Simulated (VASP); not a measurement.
**BaF2: single point with HSE06**

BaF2:

```xyz
3
Lattice="0.0000 3.0972 3.0972 3.0972 0.0000 3.0972 3.0972 3.0972 0.0000" Properties=species:S:1:pos:R:3 pbc="T T T"
Ba    0.0000    0.0000    0.0000
F     1.5486    1.5486    1.5486
F     4.6457    4.6457    4.6457
```

```json
{"Program": "VASP 6.6.1", "Task": "single point", "Functional": "HSE06", "Potentials or basis": "VASP PAW PBE potentials, release 64 (Ba_sv, F)", "Cutoff": "520 eV", "k mesh": "4 × 4 × 4", "Occupations": "gaussian, width 0.01 eV", "Spin": "no spin polarisation", "Dipole correction": "no", "Grid for exact exchange (PRECFOCK)": "Normal", "Further INCAR settings": "ALGO = Normal; EDIFF = 1e-06; NBANDS = 19", "Share of exact exchange": "0.25", "Screening parameter": "0.2079 1/Å"}
```

The pressure is 1.4 GPa and the band gap on the k mesh is 8.70 eV (least direct gap 8.79 eV).

Levels at points of the mesh, in eV from the valence-band top:
| k point | band 10 | band 11 | band 12 | band 13 | band 14 | band 15 |
| --- | --- | --- | --- | --- | --- | --- |
| (0.00, 0.00, 0.00) | -0.09 | -0.09 | -0.09 | 8.70 | 11.30 | 11.30 |
| (0.50, 0.00, 0.00) | -0.36 | -0.17 | -0.17 | 11.24 | 11.28 | 11.28 |
| (0.50, 0.50, 0.00) | -0.30 | -0.30 | -0.17 | 9.17 | 11.14 | 12.88 |

Run time: 19 min on 1 thread of Intel(R) Xeon(R) Platinum 8488C (Sapphire Rapids) (shared host), peak memory 0.32 GiB.

Caveat: the k points lie up to 0.44 Å⁻¹ apart; the PAW data sets were made with another functional, which shifts forces and pressure a little; spin-orbit coupling is left out, which moves the levels of the heavy elements. A k mesh can miss the band edges.
